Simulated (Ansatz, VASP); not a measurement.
One calculation of Cd3HgTe4, two programs

File INCAR:

```
SYSTEM = Cd3HgTe4
ALGO     = Normal         ! electronic algorithm
EDIFF    = 1E-7           ! SCF threshold, eV
EDIFFG   = -0.04          ! ionic threshold
ENCUT    = 600            ! plane-wave cutoff, eV
GGA      = PE             ! functional
IBRION   = 2              ! ionic algorithm
ISIF     = 3              ! what is computed and relaxed
ISMEAR   = 0              ! smearing method
LASPH    = .TRUE.         ! aspherical terms in the spheres
LCHARG   = .FALSE.        ! write CHGCAR
LREAL    = .FALSE.        ! projectors in reciprocal space
LWAVE    = .FALSE.        ! write WAVECAR
NELM     = 100            ! most SCF steps
NSW      = 90             ! ionic steps
PREC     = Accurate       ! precision mode
SIGMA    = 0.1            ! smearing width, eV
```

The input KPOINTS:

```
k-points
0
G
  4 4 4
  0 0 0
```

The input POSCAR:

```
Cd3HgTe4
1.0
    6.1910842600      0.0000000000      0.0000000000
    0.0000000000      6.1910842600      0.0000000000
    0.0000000000      0.0000000000      6.1910842600
Cd Hg Te
3 1 4
Direct
    0.0000000000      0.0000000000      0.5000000000
    0.0000000000      0.5000000000      0.0000000000
    0.5000000000      0.0000000000      0.0000000000
    0.5000000000      0.5000000000      0.5000000000
    0.2500000000      0.2500000000      0.2500000000
    0.2500000000      0.7500000000      0.7500000000
    0.7500000000      0.2500000000      0.7500000000
    0.7500000000      0.7500000000      0.2500000000
```

Input for Ansatz:

```yaml
crystal:
  lattice:
    - [6.19108426, 0.0, 0.0]
    - [0.0, 6.19108426, 0.0]
    - [0.0, 0.0, 6.19108426]
  atoms:
    - { symbol: Cd, position: [0.0, 0.0, 0.5] }
    - { symbol: Cd, position: [0.0, 0.5, 0.0] }
    - { symbol: Cd, position: [0.5, 0.0, 0.0] }
    - { symbol: Hg, position: [0.5, 0.5, 0.5] }
    - { symbol: Te, position: [0.25, 0.25, 0.25] }
    - { symbol: Te, position: [0.25, 0.75, 0.75] }
    - { symbol: Te, position: [0.75, 0.25, 0.75] }
    - { symbol: Te, position: [0.75, 0.75, 0.25] }
basis:
  ecutwfc: 420
kpoints:
  mp_grid: { grid: [4, 4, 4] }
hamiltonian:
  xc: pbe
scf:
  occupations: { method: gaussian, width: 0.1 }
  lower_state_search: "off"
output:
  forces: true
  stress: true
  eigenvalues: true
relax:
  adjacent_minimum: "off"
  f_tol: 0.04
  max_steps: 70
  cell: { stress_tol: 0.4 }
```

Alike in both runs: task relaxation of cell and atoms; functional PBE; k mesh 4 × 4 × 4; occupations gaussian, width 0.1 eV; no spin polarisation.

|  | VASP | Ansatz |
| --- | --- | --- |
| version | VASP 6.6.1 | Ansatz 0.2.0 |
| potentials or method | VASP PAW PBE potentials, release 64 (Cd, Hg, Te), cutoff 600 eV | scalar-relativistic, plane waves, PAW |
| valence electrons in the cell | 72 | 144 |

Ansatz gave:

| Property | Result |
| --- | --- |
| gap on the k mesh at the Fermi level, each at its own relaxed structure (eV) | 0.19 |
| relaxed volume (Å³/atom) | 36.28 |
| relaxed cell length with the largest relative difference (Å) | 6.621 |

What did VASP give for the same quantities?

gap on the k mesh at the Fermi level, each at its own relaxed structure (eV): 0.18; relaxed volume (Å³/atom): 36.37; relaxed cell length with the largest relative difference (Å): 6.627.

VASP's potentials hold 72 valence electrons a cell and Ansatz's 144, so a difference there can come from the potentials and not from the codes.

Neither program's run includes spin-orbit coupling. Noted on VASP's run: the volume moved by over 15 % at a fixed basis, so the end points are rough.
